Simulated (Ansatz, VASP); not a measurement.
**PtSe2 in VASP and in Ansatz**

The input POSCAR:

```
PtSe2
1.0
    0.0000000000      3.0669820149      3.0669820149
    3.0669820149      0.0000000000      3.0669820149
    3.0669820149      3.0669820149      0.0000000000
Pt Se
1 2
Direct
    0.0000000000      0.0000000000      0.0000000000
    0.2500000000      0.2500000000      0.2500000000
    0.7500000000      0.7500000000      0.7500000000
```

INCAR.step1

```
PREC     = Accurate       # precision mode
ENCUT    = 520            # plane-wave cutoff, eV
ISMEAR   = -1             # smearing method
SIGMA    = 0.02           # smearing width, eV
LREAL    = F              # projectors in reciprocal space
LASPH    = T              # aspherical terms in the spheres
NELM     = 100            # most SCF steps
NBANDS   = 18             # bands
GGA      = PE             # functional
ALGO     = Normal         # electronic algorithm
EDIFF    = 1E-4           # SCF threshold, eV
LWAVE    = T              # write WAVECAR
LCHARG   = F              # write CHGCAR
```

Contents of INCAR.step2:

```
PREC     = Accurate       # precision mode
ENCUT    = 520            # plane-wave cutoff, eV
EDIFF    = 1E-6           # SCF threshold, eV
ISMEAR   = -1             # smearing method
SIGMA    = 0.02           # smearing width, eV
LREAL    = F              # projectors in reciprocal space
LASPH    = T              # aspherical terms in the spheres
NELM     = 100            # most SCF steps
ALGO     = Normal         # electronic algorithm
ISIF     = 2              # what is computed and relaxed
LWAVE    = F              # write WAVECAR
LCHARG   = F              # write CHGCAR
METAGGA  = R2SCAN         # meta-GGA
LMIXTAU  = T            
NBANDS   = 18             # bands
ISTART   = 1
```

KPOINTS

```
regular mesh
0
Gamma
  6 6 6
```

Input for Ansatz:

```yaml
crystal:
  lattice:
    - [0.0, 3.0669820149, 3.0669820149]
    - [3.0669820149, 0.0, 3.0669820149]
    - [3.0669820149, 3.0669820149, 0.0]
  atoms:
    - { symbol: Pt, position: [0.0, 0.0, 0.0] }
    - { symbol: Se, position: [0.25, 0.25, 0.25] }
    - { symbol: Se, position: [0.75, 0.75, 0.75] }
kpoints:
  mp_grid: { grid: [6, 6, 6] }
hamiltonian:
  xc: r2scan
scf:
  occupations: { method: fermi_dirac, width: 0.02 }
  n_extra_bands: 4
output:
  forces: true
  stress: true
  eigenvalues: true
```

Alike in both runs: task single point; functional r2SCAN; k mesh 6 × 6 × 6; occupations fermi-dirac, width 0.02 eV; no spin polarisation.

|  | VASP | Ansatz |
| --- | --- | --- |
| version | VASP 6.6.1 | Ansatz 0.2.0 |
| potentials or method | VASP PAW PBE potentials, release 64 (Pt, Se) | plane waves, PAW |
| plane-wave cutoff (eV) | 520 | 500 |
| valence electrons in the cell | 22 | 50 |

```tsv
	VASP	Ansatz	Ansatz less VASP
pressure (GPa)	8.3	8.3	-0.02
```

VASP's potentials were made for PBE, not for r2SCAN. VASP's potentials hold 22 valence electrons a cell and Ansatz's 50, so a difference there can come from the potentials and not from the codes.

Spin-orbit coupling is off throughout.
